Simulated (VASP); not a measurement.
# K (Im-3m) in VASP: a series of runs

Runs on K. Level: r2SCAN. Tasks: single point.

Program: VASP 6.6.1. These are calculated values, not measurements. Logs are shortened: lines on timing, memory, paths and dates and some standing lists are left out, and cuts for length are marked.

## 1. The cell of the first run

It takes space group Im-3m (No. 229, cubic). Conventional cell: a = 5.140 Å, b = 5.140 Å, c = 5.140 Å, α = 90.00°, β = 90.00°, γ = 90.00°. Within 5.8 Å of K (site symmetry m-3m) lie 14 K at 4.45 to 5.14 Å.

## 2. Single point, r2SCAN

Contents of POSCAR:

```
K
1.0
   -2.5700293357      2.5700293357      2.5700293357
    2.5700293357     -2.5700293357      2.5700293357
    2.5700293357      2.5700293357     -2.5700293357
K
1
Direct
    0.0000000000      0.0000000000      0.0000000000
```

Contents of INCAR.step1:

```
SYSTEM = K
PREC     = Accurate       ! precision mode
ENCUT    = 520            ! plane-wave cutoff, eV
ISMEAR   = -1             ! smearing method
SIGMA    = 0.1            ! smearing width, eV
LREAL    = .FALSE.        ! projectors in reciprocal space
LASPH    = .TRUE.         ! aspherical terms in the spheres
NELM     = 100            ! most SCF steps
NBANDS   = 10             ! bands
GGA      = PE             ! functional
ALGO     = Normal         ! electronic algorithm
EDIFF    = 1E-4           ! SCF threshold, eV
LWAVE    = .TRUE.         ! write WAVECAR
LCHARG   = .FALSE.        ! write CHGCAR
```

Contents of INCAR.step2:

```
SYSTEM = K
PREC     = Accurate       ! precision mode
ENCUT    = 520            ! plane-wave cutoff, eV
EDIFF    = 1E-7           ! SCF threshold, eV
ISMEAR   = -1             ! smearing method
SIGMA    = 0.1            ! smearing width, eV
LREAL    = .FALSE.        ! projectors in reciprocal space
LASPH    = .TRUE.         ! aspherical terms in the spheres
NELM     = 100            ! most SCF steps
ALGO     = Normal         ! electronic algorithm
ISIF     = 2              ! what is computed and relaxed
LWAVE    = .FALSE.        ! write WAVECAR
LCHARG   = .FALSE.        ! write CHGCAR
METAGGA  = R2SCAN         ! meta-GGA
LMIXTAU  = .TRUE.       
NBANDS   = 10             ! bands
ISTART   = 1
```

Contents of KPOINTS:

```
regular mesh
0
G
  9 9 9
  0 0 0
```

Potentials or basis: VASP PAW PBE potentials, release 64 (K_sv).

On the command line:

```
cat potpaw_PBE.64/K_sv/POTCAR > POTCAR
cp INCAR.step1 INCAR
mpirun -np 1 vasp_std > vasp.out
cp INCAR.step2 INCAR
mpirun -np 1 vasp_std > vasp.out
```

OUTCAR:

```text
SYSTEM = K
   PREC = Accurate
   ENCUT = 520
   EDIFF = 1E-7
   ISMEAR = -1
   LREAL = .FALSE.
   LASPH = .TRUE.
   NELM = 100
   ISIF = 2
   METAGGA = R2SCAN
   ISTART = 1

 ion  position               nearest neighbor table
   1  0.000  0.000  0.000-

  LATTYP: Found a body centered cubic cell.
 ALAT       =     5.1400586714

  Lattice vectors:

 A1 = (  -2.5700293357,   2.5700293357,   2.5700293357)
 A2 = (   2.5700293357,  -2.5700293357,   2.5700293357)
 A3 = (   2.5700293357,   2.5700293357,  -2.5700293357)

Analysis of symmetry for initial positions (statically):
=====================================================================
 Subroutine PRICEL returns:
 Original cell was already a primitive cell.

 Routine SETGRP: Setting up the symmetry group for a
 body centered cubic supercell.

 Subroutine GETGRP returns: Found 48 space group operations
 (whereof 48 operations were pure point group operations)
 out of a pool of 48 trial point group operations.

The static configuration has the point symmetry O_h .

Analysis of symmetry for dynamics (positions and initial velocities):
=====================================================================
 Subroutine PRICEL returns:
 Original cell was already a primitive cell.

 Routine SETGRP: Setting up the symmetry group for a
 body centered cubic supercell.

 Subroutine GETGRP returns: Found 48 space group operations
 (whereof 48 operations were pure point group operations)
 out of a pool of 48 trial point group operations.

The dynamic configuration has the point symmetry O_h .

 Subroutine INISYM returns: Found 48 space group operations
 (whereof 48 operations are pure point group operations),
 and found     1 'primitive' translations

----------------------------------------------------------------------------------------

                                     Primitive cell

  volume of cell :      67.9007

  direct lattice vectors                    reciprocal lattice vectors
    -2.570029336  2.570029336  2.570029336     0.000000000  0.194550308  0.194550308
     2.570029336 -2.570029336  2.570029336     0.194550308  0.000000000  0.194550308
     2.570029336  2.570029336 -2.570029336     0.194550308  0.194550308  0.000000000

  length of vectors
     4.451421386  4.451421386  4.451421386     0.275135685  0.275135685  0.275135685

  position of ions in fractional coordinates (direct lattice)
[... 75 lines left out ...]
   ENCUT  =  520.0 eV  38.22 Ry    6.18 a.u.   8.28  8.28  8.28*2*pi/ulx,y,z
   NELM   =    100;   NELMIN=  2; NELMDL=  0     # of ELM steps
   EDIFF  = 0.1E-06   stopping-criterion for ELM
   LREAL  =      F    real-space projection
   EDIFFG = 0.1E-05   stopping-criterion for IOM
   NSW    =      0    number of steps for IOM
   IBRION =     -1    ionic relax: 0-MD 1-quasi-New 2-CG
   NFREE  =      0    steps in history (QN), initial steepest desc. (CG)
   ISIF   =      2    stress and relaxation
   ISYM   =      2    0-nonsym 1-usesym 2-fastsym
   POTIM  = 0.5000    time-step for ionic-motion
   TEBEG  =    0.0;   TEEND  =   0.0 temperature during run
   PSTRESS=    0.0 pullay stress
   NELECT =       9.0000    total number of electrons
   NUPDOWN=      -1.0000    fix difference up-down
   EMIN   =  10.00;   EMAX   =-10.00  energy-range for DOS
   EFERMI =   0.00;   METHOD = LEGACY
   ISMEAR =    -1;   SIGMA  =   0.10  broadening in eV -4-tet -1-fermi 0-gaus
   EFERMI_NEDOS =   21; number of points for ismear=-14 and -15
   IALGO  =     38    algorithm
   IMIX   =      4    mixing-type and parameters
     AMIX     =   0.40;   BMIX     =  1.00
     AMIX_MAG =   1.60;   BMIX_MAG =  1.00
  volume/ion in A,a.u.               =      67.90       458.22
  Fermi-wavevector in a.u.,A,eV,Ry     =   0.834701  1.577356  9.479529  0.696726
  Thomas-Fermi vector in A             =   1.948136
   LORBIT       =      0    0 simple, 1 ext, 2 COOP (PROOUT), +10 PAW based schemes
   METAGGA = R2SCAN    functional components
   LHFCALC =     F    Hartree Fock is set to
   AEXX    =    0.0000 exact exchange contribution
   IVDW    =     0    specifies the selected vdW correction
   LEPSILON=     F    determine dielectric tensor
   LRPA    =     F    only Hartree local field effects (RPA)
 non-spin polarized calculation
  energy-cutoff  :      520.00
  volume of cell :       67.90
 maximum number of plane-waves:      1870
 NGX is ok and might be reduce to    36
   NGX = 17   NGY = 17   NGZ = 17

 number of electron       8.9999999 magnetization

 Free energy of the ion-electron system (eV)
  ---------------------------------------------------
  ext. energy  EPLUGINS =         0.00000000
  ---------------------------------------------------
  free energy    TOTEN  =        -6.01285068 eV

  energy without entropy =       -5.99205459  energy(sigma->0) =       -6.00245263

 E-fermi :   0.1271     XC(G=0):  -6.1142

 val. band max:        0.0462543588   @ k =  -0.3333   0.4444   0.1111
 cond. band min:       0.1820569226   @ k =   0.4444   0.0000   0.0000
 fundamental gap:      0.1358025639
 Fermi energy:         0.1270543708

 k-point     1 :       0.0000    0.0000    0.0000
  band No.  band energies     occupation
      1     -33.4890      2.00000
      2     -16.1541      2.00000
      3     -16.1541      2.00000
      4     -16.1541      2.00000
      5      -2.2986      2.00000
      6       4.9513      0.00000
      7       4.9513      0.00000
      8       4.9513      0.00000
      9       5.9574      0.00000
     10       5.9574      0.00000
[... 287 lines left out ...]
 k-point    24 :      -0.4444   -0.4444    0.1111
  band No.  band energies     occupation
      1     -33.4816      2.00000
      2     -16.2359      2.00000
      3     -16.1972      2.00000
      4     -16.1683      2.00000
      5       1.0209      0.00026
      6       1.1191      0.00010
      7       3.2157      0.00000
      8       4.8690      0.00000
      9       6.0792      0.00000
     10       6.8619      0.00000

 [... further k-points ...]
[... 5 lines left out ...]
  --------------------------------------------------------------------------------------
  -------------------------------------------------------------------------------------
  Total        0.2045837      0.2045837      0.2045837     -0.0000000      0.0000000     -0.0000000
  in kB        4.8273351      4.8273351      4.8273351     -0.0000000      0.0000000     -0.0000000
  external PRESSURE =       4.8273351 kB  Pullay stress =       0.0000000 kB

 VOLUME and BASIS-vectors are now :
 -----------------------------------------------------------------------------
  energy-cutoff  :      520.00
  volume of cell :       67.90
      direct lattice vectors                 reciprocal lattice vectors
    -2.570029336  2.570029336  2.570029336     0.000000000  0.194550308  0.194550308
     2.570029336 -2.570029336  2.570029336     0.194550308  0.000000000  0.194550308
     2.570029336  2.570029336 -2.570029336     0.194550308  0.194550308  0.000000000

 POSITION                                       TOTAL-FORCE (eV/Angst)
 -----------------------------------------------------------------------------------
      0.00000      0.00000      0.00000         0.000000      0.000000     -0.000000
 -----------------------------------------------------------------------------------
    total drift:                               -0.000000      0.000000      0.000000

  FREE ENERGIE OF THE ION-ELECTRON SYSTEM (eV)
  ---------------------------------------------------
  free  energy   TOTEN  =        -6.0128506773 eV

  energy  without entropy=       -5.9920545905  energy(sigma->0) =       -6.00245263
```

OUTCAR.step1:

```text
SYSTEM = K
   PREC = Accurate
   ENCUT = 520
   ISMEAR = -1
   LREAL = .FALSE.
   LASPH = .TRUE.
[... 527 lines left out ...]

 POSITION                                       TOTAL-FORCE (eV/Angst)
 -----------------------------------------------------------------------------------
      0.00000      0.00000      0.00000        -0.000000      0.000000      0.000000
 -----------------------------------------------------------------------------------
    total drift:                               -0.000000      0.000000      0.000000

  FREE ENERGIE OF THE ION-ELECTRON SYSTEM (eV)
  ---------------------------------------------------
  free  energy   TOTEN  =        -1.0553807563 eV

  energy  without entropy=       -1.0329041090  energy(sigma->0) =       -1.04414243
```

Wall time 66 s (1 thread of Intel Xeon Platinum 8488C (Sapphire Rapids), shared host); peak memory 0.21 GiB.

Results:

```yaml
Free_energy: -6.0129 eV
Pressure: 0.5 GPa
```

Levels at points of the mesh, in eV from the Fermi level:
```
           k point  band 2  band 3  band 4  band 5  band 6  band 7
(0.00, 0.00, 0.00)  -16.28  -16.28  -16.28   -2.43    4.82    4.82
```

Caveat: the PAW data sets were made with another functional, which shifts forces and pressure a little.

(Part 1 of 2 ends here.)
